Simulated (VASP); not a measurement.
# Li3Y2Rh (P6/mmm) in VASP: single point with PBE

Aim: the single point of Li3Y2Rh with PBE.

All numbers are computed with VASP 6.6.1; they aren't measurements. Logs are shortened: lines on timing, memory, paths and dates and some standing lists are left out, and cuts for length are marked.

**1. The cell of the first run**

Symmetry: P6/mmm, No. 191, hexagonal system. The conventional cell has a = 5.265 Å, b = 5.265 Å, c = 5.857 Å, α = 90.00°, β = 90.00°, γ = 120.00°. Within 3.5 Å of Li (site symmetry mmm) lie 4 Li at 2.63 Å and 4 Y at 3.30 Å. Within 4.0 Å of Y (site symmetry -6m2) lie 3 Y at 3.04 Å and 3 Rh at 3.04 Å and 6 Li at 3.30 Å. Within 4.0 Å of Rh (site symmetry 6/mmm) lie 6 Y at 3.04 Å and 12 Li at 3.94 Å.

**2. Single point, PBE**

Input file INCAR:

```
ALGO = Normal ; EDIFF = 1E-6
ENCUT = 520 ; GGA = PE
ISIF = 2 ; ISMEAR = 0
LASPH = True ; LCHARG = False
LREAL = False ; LWAVE = False
NBANDS = 32 ; NELM = 80
PREC = Accurate ; SIGMA = 0.1
```

Input file KPOINTS:

```
k-points
0
Gamma
  6 6 4
```

Input file POSCAR:

```
Li3Y2Rh
1.0
    5.2649018643      0.0000000000      0.0000000000
   -2.6324509322      4.5595387630      0.0000000000
    0.0000000000      0.0000000000      5.8568810310
Li Y Rh
3 2 1
Direct
    0.5000000000      0.0000000000      0.5000000000
    0.5000000000      0.5000000000      0.5000000000
    0.0000000000      0.5000000000      0.5000000000
    0.3333333333      0.6666666667      0.0000000000
    0.6666666667      0.3333333333      0.0000000000
    0.0000000000      0.0000000000      0.0000000000
```

Potentials or basis: VASP PAW PBE potentials, release 64 (Li_sv, Y_sv, Rh_pv).

Started as:

```console
cat potpaw_PBE.64/Li_sv/POTCAR potpaw_PBE.64/Y_sv/POTCAR potpaw_PBE.64/Rh_pv/POTCAR > POTCAR
mpirun -np 1 vasp_std > vasp.out
```

OUTCAR:

```text
EDIFF = 1E-6
   ENCUT = 520
   GGA = PE
   ISIF = 2
   ISMEAR = 0
   LASPH = True
   LREAL = False
   NELM = 80
   PREC = Accurate

 ion  position               nearest neighbor table
   1  0.500  0.000  0.500-   4 3.30   5 3.30   4 3.30   5 3.30
   2  0.500  0.500  0.500-   4 3.30   5 3.30   4 3.30   5 3.30
   3  0.000  0.500  0.500-   4 3.30   5 3.30   4 3.30   5 3.30
   4  0.333  0.667  0.000-   5 3.04   6 3.04   5 3.04   6 3.04   6 3.04   5 3.04   3 3.30   3 3.30
                             1 3.30   1 3.30   2 3.30   2 3.30
   5  0.667  0.333  0.000-   4 3.04   6 3.04   4 3.04   6 3.04   6 3.04   4 3.04   3 3.30   3 3.30
                             1 3.30   1 3.30   2 3.30   2 3.30
   6  0.000  0.000  0.000-   4 3.04   5 3.04   5 3.04   4 3.04   5 3.04   4 3.04

  LATTYP: Found a hexagonal cell.
 ALAT       =     5.2649018643
 C/A-ratio  =     1.1124387846

  Lattice vectors:

 A1 = (   5.2649018643,   0.0000000000,   0.0000000000)
 A2 = (  -2.6324509322,   4.5595387630,   0.0000000000)
 A3 = (   0.0000000000,   0.0000000000,   5.8568810310)

Analysis of symmetry for initial positions (statically):
=====================================================================
 Subroutine PRICEL returns:
 Original cell was already a primitive cell.

 Routine SETGRP: Setting up the symmetry group for a
 hexagonal supercell.

 Subroutine GETGRP returns: Found 24 space group operations
 (whereof 24 operations were pure point group operations)
 out of a pool of 24 trial point group operations.

The static configuration has the point symmetry D_6h.

Analysis of symmetry for dynamics (positions and initial velocities):
=====================================================================
 Subroutine PRICEL returns:
 Original cell was already a primitive cell.

 Routine SETGRP: Setting up the symmetry group for a
 hexagonal supercell.

 Subroutine GETGRP returns: Found 24 space group operations
 (whereof 24 operations were pure point group operations)
 out of a pool of 24 trial point group operations.

The dynamic configuration has the point symmetry D_6h.

 Subroutine INISYM returns: Found 24 space group operations
 (whereof 24 operations are pure point group operations),
 and found     1 'primitive' translations

----------------------------------------------------------------------------------------

                                     Primitive cell

  volume of cell :     140.5975

  direct lattice vectors                    reciprocal lattice vectors
     5.264901864  0.000000000  0.000000000     0.189937064  0.109660215  0.000000000
    -2.632450932  4.559538763  0.000000000     0.000000000  0.219320430  0.000000000
     0.000000000  0.000000000  5.856881031     0.000000000  0.000000000  0.170739340

  length of vectors
     5.264901864  5.264901864  5.856881031     0.219320430  0.219320430  0.170739340

  position of ions in fractional coordinates (direct lattice)
     0.500000000  0.000000000  0.500000000
     0.500000000  0.500000000  0.500000000
     0.000000000  0.500000000  0.500000000
     0.333333333  0.666666667  0.000000000
     0.666666667  0.333333333  0.000000000
     0.000000000  0.000000000  0.000000000

  ion indices of the primitive-cell ions
   primitive index   ion index
                 1           1
                 2           2
                 3           3
                 4           4
                 5           5
                 6           6

----------------------------------------------------------------------------------------

 KPOINTS: k-points

Automatic generation of k-mesh.
 Grid dimensions read from file:
 generate k-points for:    6    6    4

 Generating k-lattice:

  Cartesian coordinates                     Fractional coordinates (reciprocal lattice)
     0.031656177  0.018276702  0.000000000     0.166666667  0.000000000  0.000000000
     0.000000000  0.036553405  0.000000000     0.000000000  0.166666667  0.000000000
     0.000000000  0.000000000  0.042684835     0.000000000  0.000000000  0.250000000

  Length of vectors
     0.036553405  0.036553405  0.042684835

  Shift w.r.t. Gamma in fractional coordinates (k-lattice)
     0.000000000  0.000000000  0.000000000

 Subroutine IBZKPT returns following result:
 ===========================================

 Found     21 irreducible k-points:

 Following reciprocal coordinates:
            Coordinates               Weight
  0.000000  0.000000  0.000000      1.000000
  0.166667  0.000000  0.000000      6.000000
  0.333333  0.000000  0.000000      6.000000
  0.500000  0.000000  0.000000      3.000000
  0.166667  0.166667  0.000000      6.000000
  0.333333  0.166667  0.000000     12.000000
[... 13 lines left out ...]
  0.333333  0.166667  0.500000     12.000000
  0.333333  0.333333  0.500000      2.000000
   k-points           NKPTS =     21   k-points in BZ     NKDIM =     21   number of bands    NBANDS=     32
   number of dos      NEDOS =    301   number of ions     NIONS =      6
   total plane-waves  NPLWV =  76800
   dimension x,y,z NGX =    40 NGY =   40 NGZ =   48
   dimension x,y,z NGXF=    80 NGYF=   80 NGZF=   96
   ions per type =               3   2   1
   NGX,Y,Z   is equivalent  to a cutoff of  12.63, 12.63, 13.62 a.u.
   NGXF,Y,Z  is equivalent  to a cutoff of  25.26, 25.26, 27.25 a.u.
 SYSTEM =  unknown system
   PREC   = accura    normal or accurate (medium, high low for compatibility)
   ISTART =      0    job   : 0-new  1-cont  2-samecut
   ICHARG =      2    charge: 1-file 2-atom 10-const
   ISPIN  =      1    spin polarized calculation?
   LNONCOLLINEAR =      F non collinear calculations
   LSORBIT =      F    spin-orbit coupling
   LASPH  =      T    aspherical Exc in radial PAW
   ENCUT  =  520.0 eV  38.22 Ry    6.18 a.u.   9.79  9.79 10.89*2*pi/ulx,y,z
   NELM   =     80;   NELMIN=  2; NELMDL= -5     # of ELM steps
   EDIFF  = 0.1E-05   stopping-criterion for ELM
   LREAL  =      F    real-space projection
   EDIFFG = 0.1E-04   stopping-criterion for IOM
   NSW    =      0    number of steps for IOM
   IBRION =     -1    ionic relax: 0-MD 1-quasi-New 2-CG
   NFREE  =      0    steps in history (QN), initial steepest desc. (CG)
   ISIF   =      2    stress and relaxation
   ISYM   =      2    0-nonsym 1-usesym 2-fastsym
   POTIM  = 0.5000    time-step for ionic-motion
   TEBEG  =    0.0;   TEEND  =   0.0 temperature during run
   PSTRESS=    0.0 pullay stress
   NELECT =      46.0000    total number of electrons
   NUPDOWN=      -1.0000    fix difference up-down
   EMIN   =  10.00;   EMAX   =-10.00  energy-range for DOS
   EFERMI =   0.00;   METHOD = LEGACY
   ISMEAR =     0;   SIGMA  =   0.10  broadening in eV -4-tet -1-fermi 0-gaus
   EFERMI_NEDOS =   21; number of points for ismear=-14 and -15
   IALGO  =     38    algorithm
   IMIX   =      4    mixing-type and parameters
     AMIX     =   0.40;   BMIX     =  1.00
     AMIX_MAG =   1.60;   BMIX_MAG =  1.00
  volume/ion in A,a.u.               =      23.43       158.13
  Fermi-wavevector in a.u.,A,eV,Ry     =   1.128067  2.131738 17.313893  1.272535
  Thomas-Fermi vector in A             =   2.264756
   LORBIT       =      0    0 simple, 1 ext, 2 COOP (PROOUT), +10 PAW based schemes
   GGA     = PE    functional components
   LHFCALC =     F    Hartree Fock is set to
   AEXX    =    0.0000 exact exchange contribution
   IVDW    =     0    specifies the selected vdW correction
   LEPSILON=     F    determine dielectric tensor
   LRPA    =     F    only Hartree local field effects (RPA)
 non-spin polarized calculation
 Gauss-broadening in eV      SIGMA  =   0.10
  energy-cutoff  :      520.00
  volume of cell :      140.60
 maximum number of plane-waves:      3802
 NGX is ok and might be reduce to    40
   NGX = 19   NGY = 19   NGZ = 21

 number of electron      46.0000009 magnetization

 Free energy of the ion-electron system (eV)
  ---------------------------------------------------
  ext. energy  EPLUGINS =         0.00000000
  ---------------------------------------------------
  free energy    TOTEN  =       -24.05761677 eV

  energy without entropy =      -24.03023998  energy(sigma->0) =      -24.04392838

 E-fermi :   2.5780     XC(G=0):  -8.7896

 val. band max:        2.5145881886   @ k =   0.5000   0.0000   0.0000
 cond. band min:       2.5793635924   @ k =   0.3333   0.0000   0.5000
 fundamental gap:      0.0647754038
 Fermi energy:         2.5779534406

 k-point     1 :       0.0000    0.0000    0.0000
  band No.  band energies     occupation
      1     -43.8226      2.00000
      2     -43.7776      2.00000
      3     -43.7776      2.00000
      4     -43.3035      2.00000
      5     -43.3035      2.00000
      6     -43.1176      2.00000
[... 24 lines left out ...]
     31       6.2037      0.00000
     32       6.4257      0.00000

 k-point     2 :       0.1667    0.0000    0.0000
  band No.  band energies     occupation
      1     -43.8200      2.00000
      2     -43.7803      2.00000
      3     -43.7776      2.00000
      4     -43.3040      2.00000
      5     -43.3035      2.00000
      6     -43.1176      2.00000
[... 24 lines left out ...]
     31       6.1802      0.00000
     32       6.2876      0.00000

 k-point     3 :       0.3333    0.0000    0.0000
  band No.  band energies     occupation
      1     -43.8132      2.00000
      2     -43.7872      2.00000
      3     -43.7776      2.00000
      4     -43.3051      2.00000
      5     -43.3036      2.00000
      6     -43.1176      2.00000
[... 24 lines left out ...]
     31       6.4315      0.00000
     32       6.4777      0.00000

 k-point     4 :       0.5000    0.0000    0.0000
  band No.  band energies     occupation
      1     -43.8076      2.00000
      2     -43.7927      2.00000
      3     -43.7777      2.00000
      4     -43.3056      2.00000
      5     -43.3036      2.00000
      6     -43.1175      2.00000
[... 549 lines left out ...]
     31       4.8668      0.00000
     32       5.8477      0.00000

 k-point    20 :       0.3333    0.1667    0.5000
  band No.  band energies     occupation
      1     -43.8077      2.00000
      2     -43.7926      2.00000
      3     -43.7776      2.00000
      4     -43.3052      2.00000
      5     -43.3039      2.00000
      6     -43.1176      2.00000
[... 24 lines left out ...]
     31       5.0157      0.00000
     32       5.6035      0.00000

 k-point    21 :       0.3333    0.3333    0.5000
  band No.  band energies     occupation
      1     -43.8001      2.00000
      2     -43.8001      2.00000
      3     -43.7776      2.00000
      4     -43.3047      2.00000
      5     -43.3047      2.00000
      6     -43.1175      2.00000
[... 24 lines left out ...]
     31       5.0001      0.00000
     32       5.3657      0.00000

------------------------ aborting loop because EDIFF is reached ----------------------------------------

  FORCE on cell =-STRESS in cart. coord.  units (eV):
  Direction    XX          YY          ZZ          XY          YZ          ZX
  --------------------------------------------------------------------------------------
  -------------------------------------------------------------------------------------
  Total        0.0347354      0.0347354     -0.1105979     -0.0000000     -0.0000000      0.0000000
  in kB        0.3958265      0.3958265     -1.2603175     -0.0000000     -0.0000000      0.0000000
  external PRESSURE =      -0.1562215 kB  Pullay stress =       0.0000000 kB

 VOLUME and BASIS-vectors are now :
 -----------------------------------------------------------------------------
  energy-cutoff  :      520.00
  volume of cell :      140.60
      direct lattice vectors                 reciprocal lattice vectors
     5.264901864  0.000000000  0.000000000     0.189937064  0.109660215  0.000000000
    -2.632450932  4.559538763  0.000000000     0.000000000  0.219320430  0.000000000
     0.000000000  0.000000000  5.856881031     0.000000000  0.000000000  0.170739340

 POSITION                                       TOTAL-FORCE (eV/Angst)
 -----------------------------------------------------------------------------------
      2.63245      0.00000      2.92844         0.000000      0.000000      0.000000
      1.31623      2.27977      2.92844         0.000000      0.000000      0.000000
     -1.31623      2.27977      2.92844         0.000000      0.000000      0.000000
     -0.00000      3.03969      0.00000        -0.000000     -0.000000      0.000000
      2.63245      1.51985      0.00000         0.000000      0.000000      0.000000
      0.00000      0.00000      0.00000         0.000000      0.000000      0.000000
 -----------------------------------------------------------------------------------
    total drift:                                0.000000     -0.000000      0.000000

  FREE ENERGIE OF THE ION-ELECTRON SYSTEM (eV)
  ---------------------------------------------------
  free  energy   TOTEN  =       -24.0576167723 eV

  energy  without entropy=      -24.0302399790  energy(sigma->0) =      -24.04392838
```

Wall time 2.2 min (1 thread of Intel Xeon 8259CL, shared host); peak memory 0.32 GiB.

What came out:

| Item | Value |
| --- | --- |
| Free energy | -24.0576 eV |
| Band gap on the k mesh | zero (bands 23 and 24 overlap by 0.42 eV) |

Caveat: the cutoff is under 1.25 times the usual one of these potentials, so pressure, stress and relaxed cells hold a basis-set (Pulay) error.

The gap in the log of VASP goes by the Fermi energy; the results here count the filled bands.